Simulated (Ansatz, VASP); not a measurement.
# Two plane-wave programs on CdI2

The input INCAR:

```
SYSTEM = CdI2
PREC     = Accurate       ! precision mode
ENCUT    = 500            ! plane-wave cutoff, eV
EDIFF    = 1E-6           ! SCF threshold, eV
ISMEAR   = -1             ! smearing method
SIGMA    = 0.02           ! smearing width, eV
LREAL    = .FALSE.        ! projectors in reciprocal space
LASPH    = .TRUE.         ! aspherical terms in the spheres
NELM     = 120            ! most SCF steps
ALGO     = Normal         ! electronic algorithm
ISIF     = 2              ! what is computed and relaxed
LWAVE    = .FALSE.        ! write WAVECAR
LCHARG   = .TRUE.         ! write CHGCAR
GGA      = PE             ! functional
LELF     = .TRUE.         ! ELF
LVHAR    = .TRUE.       
NBANDS   = 20             ! bands
GGA_COMPAT= .FALSE.
```

The input KPOINTS:

```
regular mesh
0
G
  12 12 4
  0 0 0
```

File POSCAR:

```
CdI2
1.0
    4.2470087270      0.0000000000      0.0000000000
   -2.1235043635      3.6780174477      0.0000000000
    0.0000000000      0.0000000000      6.8950251662
Cd I
1 2
Direct
    0.0000000000      0.0000000000      0.0000000000
    0.3333333333      0.6666666667      0.2493934741
    0.6666666667      0.3333333333      0.7506065259
```

Input for Ansatz:

```yaml
crystal:
  lattice:
    - [4.247008727, 0.0, 0.0]
    - [-2.1235043635, 3.6780174477, 0.0]
    - [0.0, 0.0, 6.8950251662]
  atoms:
    - { symbol: Cd, position: [0.0, 0.0, 0.0] }
    - { symbol: I, position: [0.3333333333, 0.6666666667, 0.2493934741] }
    - { symbol: I, position: [0.6666666667, 0.3333333333, 0.7506065259] }
kpoints:
  mp_grid: { grid: [12, 12, 4] }
  band_path:
    path:
      - [0.0, 0.0, 0.0]
      - [0.5, 0.0, 0.0]
      - [0.3333333333, 0.3333333333, 0.0]
      - [0.0, 0.0, 0.5]
      - [0.5, 0.0, 0.5]
      - [0.3333333333, 0.3333333333, 0.5]
      - [-0.119792, 0.119792, 0.213542]
      - [0.0, 0.455729, 0.359375]
    npoints: 1
hamiltonian:
  xc: pbe
scf:
  occupations: { method: fermi_dirac, width: 0.02 }
  n_extra_bands: 4
output:
  forces: true
  stress: true
  eigenvalues: true
```

Alike in both runs: task single point; functional PBE; k mesh 12 × 12 × 4; occupations fermi-dirac, width 0.02 eV; no spin polarisation.

|  | VASP | Ansatz |
| --- | --- | --- |
| version | VASP 6.6.1 | Ansatz 0.2.0 |
| potentials or method | VASP PAW PBE potentials, release 64 (Cd, I) | plane waves, PAW |
| plane-wave cutoff (eV) | 500 | 420 |
| valence electrons in the cell | 26 | 54 |

|  | VASP | Ansatz | Ansatz less VASP |
| --- | --- | --- | --- |
| gap on the k mesh at the Fermi level (eV) | 2.35 | 2.36 | +0.007 |
| pressure (GPa) | 1.7 | 1.6 | -0.11 |
| traceless stress, the component that is largest in VASP (GPa) | -0.06 | -0.06 | +0.006 |
| rms of the force components (eV/Å) | 0.043 | 0.033 | -0.0099 |

Atom by atom the forces differ by 0.010 eV/Å (rms over components). The functional is the same, so the differences come from potentials, cutoffs and numerics. VASP's potentials hold 26 valence electrons a cell and Ansatz's 54, so a difference there can come from the potentials and not from the codes.

Spin-orbit coupling is off throughout.
